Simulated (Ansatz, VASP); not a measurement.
**H3CCl: VASP beside Ansatz**

```
C Cl H
1.0
     8.20313    0.00000    0.00000
     0.00000    8.20313    0.00000
     0.00000    0.00000    8.20313
C Cl H
6 6 18
Direct
  0.54707 0.24638 0.94391
  0.98876 0.56002 0.26536
  0.44113 0.73908 0.63272
  0.66783 0.95246 0.27387
  0.04897 0.16870 0.26180
  0.04044 0.80784 0.91064
  0.45847 0.35688 0.78053
  0.99081 0.55345 0.48237
  0.57101 0.77262 0.80438
  0.69709 0.09483 0.43737
  0.10742 0.97317 0.33963
  0.20587 0.94697 0.92988
  0.62083 0.14966 0.89183
  0.62083 0.32936 0.01668
  0.44869 0.19568 0.01646
  0.99060 0.68678 0.22841
  0.09661 0.49874 0.21999
  0.87951 0.49842 0.22222
  0.47261 0.82881 0.54083
  0.46254 0.61642 0.58782
  0.31445 0.75342 0.66971
  0.53767 0.92803 0.26851
  0.70901 0.00520 0.15886
  0.73688 0.84241 0.30082
  0.00058 0.23680 0.36401
  0.15508 0.22863 0.20961
  0.95523 0.15330 0.16921
  0.98795 0.82467 0.79048
  0.08749 0.68462 0.92461
  0.95046 0.83369 0.00467
```

Alike in both runs: functional r2SCAN; dispersion D3(BJ); k mesh 1 × 1 × 1; occupations fermi-dirac, width 0.02 eV; no spin polarisation.

Ansatz relaxed the structure, and its values are those at the end. VASP's run is a single point on that final structure, the one shown.

```csv
,VASP,Ansatz
version,VASP 6.6.1,Ansatz 0.2.0
potentials or method,"VASP PAW PBE potentials, release 64 (C, Cl, H), cutoff 520 eV","scalar-relativistic, plane waves, PAW"
valence electrons in the cell,84,84
```

Ansatz gave:

```
gap on the k mesh at the Fermi level (eV) : 5.92
rms of the force components (eV/Å)        : 0.072
```

Question: What did VASP give for the same quantities?

Answer: gap on the k mesh at the Fermi level (eV): 5.95; rms of the force components (eV/Å): 0.074.

VASP's potentials were made for PBE, not for r2SCAN. Ansatz's warnings: dispersion damping borrowed, xc potential rough in thin density.
